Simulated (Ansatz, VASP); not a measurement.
PbO2: VASP beside Ansatz

INCAR

```
SYSTEM = PbO2
PREC = Accurate
ENCUT = 520
EDIFF = 1E-6
ISMEAR = 0
SIGMA = 0.1
LREAL = .False.
LASPH = .True.
NELM = 100
ALGO = Normal
ISIF = 2
LWAVE = .False.
LCHARG = .False.
GGA = PE
NBANDS = 64
```

The input KPOINTS:

```
regular mesh
0
Gamma
  4 4 4
  0 0 0
```

File POSCAR:

```
PbO2
1.0
    0.0000000000      5.1757483552      8.0747292421
    2.5866545935      0.0000000000      8.0747292421
    2.5866545935      5.1757483552      0.0000000000
Pb O
4 8
Direct
    0.5631578757      0.5631578757      0.9368421243
    0.3131578757      0.3131578757      0.6868421243
    0.6868421243      0.6868421243      0.3131578757
    0.9368421243      0.9368421243      0.5631578757
    0.6250000000      0.1250000000      0.6250000000
    0.6250000000      0.6250000000      0.1250000000
    0.6250000000      0.6250000000      0.6250000000
    0.1250000000      0.6250000000      0.6250000000
    0.1862134379      0.8137865621      0.1862134379
    0.8137865621      0.1862134379      0.8137865621
    0.4362134379      0.0637865621      0.4362134379
    0.0637865621      0.4362134379      0.0637865621
```

Input for Ansatz:

```yaml
crystal:
  lattice:
    - [0.0, 5.1757483552, 8.0747292421]
    - [2.5866545935, 0.0, 8.0747292421]
    - [2.5866545935, 5.1757483552, 0.0]
  atoms:
    - { symbol: Pb, position: [0.5631578757, 0.5631578757, 0.9368421243] }
    - { symbol: Pb, position: [0.3131578757, 0.3131578757, 0.6868421243] }
    - { symbol: Pb, position: [0.6868421243, 0.6868421243, 0.3131578757] }
    - { symbol: Pb, position: [0.9368421243, 0.9368421243, 0.5631578757] }
    - { symbol: O, position: [0.625, 0.125, 0.625] }
    - { symbol: O, position: [0.625, 0.625, 0.125] }
    - { symbol: O, position: [0.625, 0.625, 0.625] }
    - { symbol: O, position: [0.125, 0.625, 0.625] }
    - { symbol: O, position: [0.1862134379, 0.8137865621, 0.1862134379] }
    - { symbol: O, position: [0.8137865621, 0.1862134379, 0.8137865621] }
    - { symbol: O, position: [0.4362134379, 0.0637865621, 0.4362134379] }
    - { symbol: O, position: [0.0637865621, 0.4362134379, 0.0637865621] }
basis:
  ecutwfc: 420
kpoints:
  mp_grid: { grid: [4, 4, 4] }
hamiltonian:
  xc: pbe
scf:
  occupations: { method: gaussian, width: 0.1 }
output:
  forces: true
  stress: true
  eigenvalues: true
```

Alike in both runs: task single point; functional PBE; k mesh 4 × 4 × 4; occupations gaussian, width 0.1 eV; no spin polarisation.

```csv
,VASP,Ansatz
version,VASP 6.6.1,Ansatz 0.2.0
potentials or method,"VASP PAW PBE potentials, release 64 (Pb_d, O), cutoff 520 eV","scalar-relativistic, plane waves, PAW"
valence electrons in the cell,104,104
```

VASP gave:

- gap on the k mesh at the Fermi level (eV): 1.73
- least direct gap on the mesh (eV): 1.73
- rms of the force components (eV/Å): 2.574

**Question.** Estimate Ansatz's values.

**Answer.** gap on the k mesh at the Fermi level (eV): 1.74; least direct gap on the mesh (eV): 1.74; rms of the force components (eV/Å): 2.629.

Atom by atom the forces differ by 0.061 eV/Å (rms over components). The functional is the same, so the differences come from potentials, cutoffs and numerics.

Neither program's run includes spin-orbit coupling.
